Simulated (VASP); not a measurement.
Set up this calculation in VASP 6.6.1, as the native input.

| Item | Value |
| --- | --- |
| Task | single point |
| Functional | LDA |
| Potentials or basis | VASP PAW LDA potentials, release 64 (Sc_sv, Hg) |
| Cutoff | 520 eV |
| k mesh | 8 × 8 × 8 |
| Occupations | methfessel-paxton, width 0.1 eV |
| Spin | no spin polarisation |
| Dipole correction | no |
| Further INCAR settings | ALGO = Normal; EDIFF = 1e-06; NBANDS = 18 |

The structure of ScHg lies in POSCAR:

```
ScHg
1.0
    3.3348282205      0.0000000000      0.0000000000
    0.0000000000      3.3348282205      0.0000000000
    0.0000000000      0.0000000000      3.3348282205
Sc Hg
1 1
Direct
    0.5000000000      0.5000000000      0.5000000000
    0.0000000000      0.0000000000      0.0000000000
```

One way to write it, as run:

INCAR

```
SYSTEM = ScHg
ALGO = Normal ; EDIFF = 1E-6
ENCUT = 520 ; GGA = CA
ISIF = 2 ; ISMEAR = 1
LASPH = .True. ; LCHARG = .False.
LREAL = .False. ; LWAVE = .False.
NBANDS = 18 ; NELM = 100
PREC = Accurate ; SIGMA = 0.1
```

KPOINTS

```
k-points
0
Gamma
  8 8 8
  0 0 0
```

Potentials or basis: VASP PAW LDA potentials, release 64 (Sc_sv, Hg).

The run is started by

```bash
$ cat potpaw_LDA.64/Sc_sv/POTCAR potpaw_LDA.64/Hg/POTCAR > POTCAR
$ mpirun -np 1 vasp_std > vasp.out
```

Results of the run:

The pressure is 10.5 GPa. The band gap on the k mesh is zero (an odd number of electrons rules out a gap without spin polarisation).

Caveat: the cell stands under pressure; spin-orbit coupling is left out, which moves the levels of the heavy elements.

Wall time 12 s on 1 thread of Intel(R) Xeon(R) Platinum 8488C (Sapphire Rapids), with other jobs on the host, peak memory 0.15 GiB.
